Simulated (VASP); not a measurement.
**SnSe2: single point with PBEsol+D3(BJ)**

The system is SnSe2.

```xyz
3
Lattice="4.1159 0.0000 0.0000 -2.0579 3.5645 0.0000 0.0000 0.0000 6.1370" Properties=species:S:1:pos:R:3 pbc="T T T"
Sn    0.0000    0.0000    0.0000
Se    0.0000    2.3763    1.5342
Se    2.0579    1.1882    4.6027
```

This cell differs from its parent crystal: strain +0.080 along x and y, +0.000 along z.

* Program: VASP 6.6.1
* Task: single point
* Functional: PBEsol
* Dispersion: D3(BJ)
* Potentials or basis: VASP PAW PBE potentials, release 64 (Sn_d, Se)
* Cutoff: 520 eV
* k mesh: 12 × 12 × 6
* Occupations: gaussian, width 0.05 eV
* Spin: no spin polarisation

```yaml
Pressure: -7.4 GPa
Largest_force: 0.254 eV/Å
Dispersion_energy_per_atom: -0.281 eV
```

Forces in eV/Å, atoms in the order of the input:
```
Sn   0.000  0.000  0.000
Se   0.000  0.000 -0.254
Se   0.000  0.000  0.254
```

Stress tensor (GPa, compression positive):
```
-8.98  0.00  0.00
 0.00 -8.98  0.00
 0.00  0.00 -4.32
```

Levels at points of the mesh, in eV from the Fermi level:
```tsv
k point	band 9	band 10	band 11	band 12	band 13	band 14	band 15	band 16	band 17	band 18
(0.00, 0.00, 0.00)	-1.16	-1.16	-0.94	-0.94	-0.27	-0.04	2.03	3.72	3.72	7.43
(0.50, 0.00, 0.00)	-3.91	-2.78	-2.63	-1.20	-0.63	0.50	3.06	4.63	5.18	6.45
(0.00, 0.00, 0.50)	-1.75	-1.25	-1.25	-0.77	-0.77	1.11	1.90	3.43	3.43	7.44
(0.50, 0.00, 0.50)	-4.40	-2.59	-1.83	-1.05	-1.04	0.43	3.63	4.62	5.36	5.94
```

Run time: 2.2 min on 1 thread of Intel(R) Xeon(R) Platinum 8488C (Sapphire Rapids) (shared host), peak memory 0.33 GiB.

Caveat: the cell differs from its parent crystal (strain +0.080 along x and y, +0.000 along z); the PAW data sets were made with another functional, which shifts forces and pressure a little; spin-orbit coupling is left out, which moves the levels of the heavy elements.
